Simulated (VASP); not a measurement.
Runs of VASP 6.6.1 on C. The structure is that of space group P6_3/mmc (No. 194), or close to it. The cells are those of the table. 

```csv
task,potentials or basis,cell,cutoff (eV),second run,gap on the mesh (eV),pressure (GPa)
relaxation of cell and atoms,"VASP PAW PBE potentials, release 64 (C)","relaxed to 10 GPa from a = 2.120, b = 2.120, c = 3.462 Å, angles 90.0, 90.0, 120.0°, 2 atoms",600,-,none,10.1
relaxation of cell and atoms,"VASP PAW PBE potentials, release 64 (C)","relaxed from a = 2.120, b = 2.120, c = 3.462 Å, angles 90.0, 90.0, 120.0°, 2 atoms",600,-,none,0.0
relaxation of cell and atoms,"VASP PAW PBE potentials, release 64 (C_h)","relaxed to 10 GPa from a = 2.120, b = 2.120, c = 3.462 Å, angles 90.0, 90.0, 120.0°, 2 atoms",910,hard_potentials,none,10.1
single point,"VASP PAW PBE potentials, release 64 (C)","a = 2.112, b = 2.112, c = 3.230 Å, angles 90.0, 90.0, 120.0°, 2 atoms",520,-,none,(a)
single point,"VASP PAW PBE potentials, release 64 (C)","a = 2.442, b = 2.442, c = 2.266 Å, angles 90.0, 90.0, 120.0°, 2 atoms",520,-,none,10.3
relaxation of cell and atoms,"VASP PAW PBE potentials, release 64 (C)","relaxed to 20 GPa from a = 2.120, b = 2.120, c = 3.462 Å, angles 90.0, 90.0, 120.0°, 2 atoms",600,-,none,20.0
relaxation of cell and atoms,"VASP PAW PBE potentials, release 64 (C)","relaxed to 5 GPa from a = 2.120, b = 2.120, c = 3.462 Å, angles 90.0, 90.0, 120.0°, 2 atoms",600,-,none,5.2
single point,"VASP PAW PBE potentials, release 64 (C)","a = 2.457, b = 2.457, c = 2.275 Å, angles 90.0, 90.0, 120.0°, 2 atoms",520,-,none,5.3
```

Alike in all rows: level PBE; no spin polarisation; k mesh 12 × 12 × 7; smearing fermi-dirac 0.1 eV.

Q: Fill in the values left out.

A: (a) 20.2.

Caveats: some runs use coarse meshes; the cell is relaxed towards a set pressure, so the enthalpy falls and the energy may rise (some runs); the cutoff is under 1.25 times the usual one of these potentials, so pressure, stress and relaxed cells hold a basis-set (Pulay) error (some runs).

A gap of «none» marks levels without a gap at the run's occupations.
